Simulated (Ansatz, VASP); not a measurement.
## One calculation of Ge, two programs

```
Ge
1.0
     1.39715   -2.60052    0.00000
     1.39715    2.60052    0.00000
     0.00000    0.00000    2.56332
Ge
1
Direct
  0.50000 0.50000 0.00000
```

Change from the starting cell: strain +0.000 along x and y, -0.050 along z, atoms carried along.

Alike in both runs: task single point; functional PBEsol; k mesh 20 × 20 × 18; occupations gaussian, width 0.15 eV; no spin polarisation.

|  | VASP | Ansatz |
| --- | --- | --- |
| version | VASP 6.6.1 | Ansatz 0.2.0 |
| potentials or method | VASP PAW PBE potentials, release 64 (Ge_d), cutoff 520 eV | scalar-relativistic, plane waves, PAW |
| valence electrons in the cell | 14 | 14 |

VASP gave:

* gap on the k mesh at the Fermi level (eV): none
* pressure (GPa): -0.5
* traceless stress, the component that is largest in VASP (GPa): 6.47

Q: Which values does Ansatz return?

A: gap on the k mesh at the Fermi level (eV): none; pressure (GPa): -0.4; traceless stress, the component that is largest in VASP (GPa): 6.52.

VASP's potentials were made for PBE, not for PBEsol. A gap of «none» marks a metal or a gap that the smearing closes.
